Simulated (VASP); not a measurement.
Wanted: the native input for a VASP 6.6.1 run.

```yaml
Task: single point
Functional: HSE06
Potentials_or_basis: VASP PAW PBE potentials, release 64 (B, N)
Cutoff: 520 eV
k_mesh: 8 × 8 × 8
Occupations: gaussian, width 0.01 eV
Spin: no spin polarisation
Dipole_correction: no
Grid_for_exact_exchange_PRECFOCK: Normal
Further_INCAR_settings: ALGO = Normal; EDIFF = 1e-07; NBANDS = 11
Share_of_exact_exchange: 0.25
Screening_parameter: 0.2079 1/Å
```

BN:

```
B N
1.0
     0.00000    3.34653    2.19854
     1.27135    0.00000    2.19854
     1.27135    3.34653    0.00000
B N
1 1
Cartesian
  1.2713 3.3465 0.0005
  1.2713 3.3465 2.9310
```

This cell differs from its parent crystal: strain +1.6%.

One way to write it, as run:

POSCAR

```
BN
1.0
    0.0000000000      3.3465304924      2.1985375917
    1.2713490116      0.0000000000      2.1985375917
    1.2713490116      3.3465304924      0.0000000000
B N
1 1
Direct
    0.0001138439      0.0001138439      0.9998861561
    0.6665861461      0.6665861461      0.3334138539
```

INCAR.step1

```
PREC = Accurate
ENCUT = 520
EDIFF = 1E-5
ISMEAR = 0
SIGMA = 0.01
LREAL = F
LASPH = T
NELM = 100
ALGO = Normal
ISIF = 2
LWAVE = T
LCHARG = F
NBANDS = 11
GGA = PE
```

INCAR.step2

```
PREC = Accurate
ENCUT = 520
EDIFF = 1E-7
ISMEAR = 0
SIGMA = 0.01
LREAL = F
LASPH = T
NELM = 100
ALGO = Normal
ISIF = 2
LWAVE = F
LCHARG = F
GGA = PE
LHFCALC = T
HFSCREEN = 0.2079
PRECFOCK = Normal
NBANDS = 11
ISTART = 1
```

KPOINTS

```
Automatic mesh
0
Gamma
  8 8 8
```

Potentials or basis: VASP PAW PBE potentials, release 64 (B, N).

Run with:

```sh
$ cat potpaw_PBE.64/B/POTCAR potpaw_PBE.64/N/POTCAR > POTCAR
$ cp INCAR.step1 INCAR
$ mpirun -np 1 vasp_std > vasp.out
$ cp INCAR.step2 INCAR
$ mpirun -np 1 vasp_std > vasp.out
```

It gave:

```json
{
  "Pressure": "-11.5 GPa",
  "Band gap on the k mesh": "4.68 eV (least direct gap 6.03 eV)"
}
```

Caveat: the cell differs from its parent crystal (strain +1.6%); the stress differs along the axes, from -19 to 2 GPa; the PAW data sets were made with another functional, which shifts forces and pressure a little.

Wall time 2.6 h on 1 thread of Oxide Virtual Turin-like Processor (shared host), peak memory 0.25 GiB.
